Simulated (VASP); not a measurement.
Wanted: the native input for a VASP 6.6.1 run.

* Task: relaxation of cell and atoms
* Functional: PBE
* Potentials or basis: VASP PAW PBE potentials, release 64 (Cs_sv, Ag)
* Cutoff: 600 eV
* k mesh: 4 × 4 × 4
* Occupations: gaussian, width 0.1 eV
* Spin: no spin polarisation
* Dipole correction: no
* Further INCAR settings: ALGO = Normal; EDIFF = 1e-07; IBRION = 2; EDIFFG = -0.04; NSW = 90; ISIF = 3

The structure of CsAg lies in POSCAR:

```
CsAg
1.0
    2.4291708259     -6.1635226948      0.0000000000
    2.4291708259      6.1635226948      0.0000000000
    0.0000000000      0.0000000000      4.7049330517
Cs Ag
2 2
Direct
    0.8620000000      0.1380000000      0.7500000000
    0.1380000000      0.8620000000      0.2500000000
    0.5830000000      0.4170000000      0.7500000000
    0.4170000000      0.5830000000      0.2500000000
```

The input as run:

INCAR

```
SYSTEM = CsAg
PREC = Accurate
ENCUT = 600
EDIFF = 1E-7
ISMEAR = 0
SIGMA = 0.1
LREAL = .False.
LASPH = .True.
NELM = 100
ALGO = Normal
ISIF = 3
LWAVE = .False.
LCHARG = .False.
GGA = PE
IBRION = 2
NSW = 90
EDIFFG = -0.04
```

KPOINTS

```
regular mesh
0
Gamma
  4 4 4
  0 0 0
```

Potentials or basis: VASP PAW PBE potentials, release 64 (Cs_sv, Ag).

Run with:

```console
$ cat potpaw_PBE.64/Cs_sv/POTCAR potpaw_PBE.64/Ag/POTCAR > POTCAR
$ mpirun -np 1 vasp_std > vasp.out
```

It gave:

* Relaxed volume: 46.84 Å³/atom
* Relaxed cell: a = 7.324 Å, b = 7.324 Å, c = 5.123 Å, α = 90.00°, β = 90.00°, γ = 137.01°
* Space group after relaxing (to 0.1 Å): Cmcm (No. 63)
* Energy gained by relaxing: 167.5 meV/atom
* Ionic steps: 15
* Pressure after relaxing: 0.0 GPa
* Largest force after relaxing: 0.040 eV/Å
* Band gap on the k mesh: 0.47 eV (least direct gap 0.54 eV)

Caveat: the volume moved by over 15 % at a fixed basis, so the end points are rough; spin-orbit coupling is left out, which moves the levels of the heavy elements.

Run time: 13 min on 1 thread of AMD EPYC 9R45 96-Core Processor (Zen 5), on a shared host, peak memory 0.36 GiB.
